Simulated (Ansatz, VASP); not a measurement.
# WSe2: VASP beside Ansatz

File INCAR:

```
SYSTEM = WSe2
PREC = Accurate
ENCUT = 520
EDIFF = 1E-7
ISMEAR = 0
SIGMA = 0.05
LREAL = .FALSE.
LASPH = .TRUE.
NELM = 80
ALGO = Normal
ISIF = 2
LWAVE = .FALSE.
LCHARG = .TRUE.
GGA = PE
LELF = .TRUE.
LVHAR = .TRUE.
NBANDS = 35
```

Contents of KPOINTS:

```
Automatic mesh
0
G
  9 9 2
  0 0 0
```

File POSCAR:

```
WSe2
1.0
   -3.3206937274      0.0000000000      0.0000000000
   -1.6603468637     -2.8758051261      0.0000000000
   -1.2452601478     -0.7189512815     15.2573262715
W Se
2 4
Direct
    0.2708333333      0.2708333333      0.2500000000
    0.4791666667      0.4791666667      0.7500000000
    0.1733283525      0.1733283525      0.6400199235
    0.6316616858      0.6316616858      0.1400199235
    0.1183383142      0.1183383142      0.8599800765
    0.5766716475      0.5766716475      0.3599800765
```

Input for Ansatz:

```yaml
crystal:
  lattice:
    - [-3.3206937274, 0.0, 0.0]
    - [-1.6603468637, -2.8758051261, 0.0]
    - [-1.2452601478, -0.7189512815, 15.2573262715]
  atoms:
    - { symbol: W, position: [0.2708333333, 0.2708333333, 0.25] }
    - { symbol: W, position: [0.4791666667, 0.4791666667, 0.75] }
    - { symbol: Se, position: [0.1733283525, 0.1733283525, 0.6400199235] }
    - { symbol: Se, position: [0.6316616858, 0.6316616858, 0.1400199235] }
    - { symbol: Se, position: [0.1183383142, 0.1183383142, 0.8599800765] }
    - { symbol: Se, position: [0.5766716475, 0.5766716475, 0.3599800765] }
basis:
  ecutwfc: 420
kpoints:
  mp_grid: { grid: [9, 9, 2] }
hamiltonian:
  xc: pbe
scf:
  occupations: { method: gaussian, width: 0.05 }
output:
  forces: true
  stress: true
  eigenvalues: true
```

Alike in both runs: task single point; functional PBE; k mesh 9 × 9 × 2; occupations gaussian, width 0.05 eV; no spin polarisation.

|  | VASP | Ansatz |
| --- | --- | --- |
| version | VASP 6.6.1 | Ansatz 0.2.0 |
| potentials or method | VASP PAW PBE potentials, release 64 (W_sv, Se), cutoff 520 eV | scalar-relativistic, plane waves, PAW |
| valence electrons in the cell | 52 | 92 |

```csv
,VASP,Ansatz,Ansatz less VASP
gap on the k mesh at the Fermi level (eV),1.53,1.53,+0.003
least direct gap on the mesh (eV),1.53,1.53,+0.003
pressure (GPa),0.3,0.0,-0.24
"traceless stress, the component that is largest in VASP (GPa)",0.09,0.03,-0.061
rms of the force components (eV/Å),0.022,0.002,-0.0202
```

Atom by atom the forces differ by 0.021 eV/Å (rms over components). VASP's potentials hold 52 valence electrons a cell and Ansatz's 92, so a difference there can come from the potentials and not from the codes.

Spin-orbit coupling is off throughout.
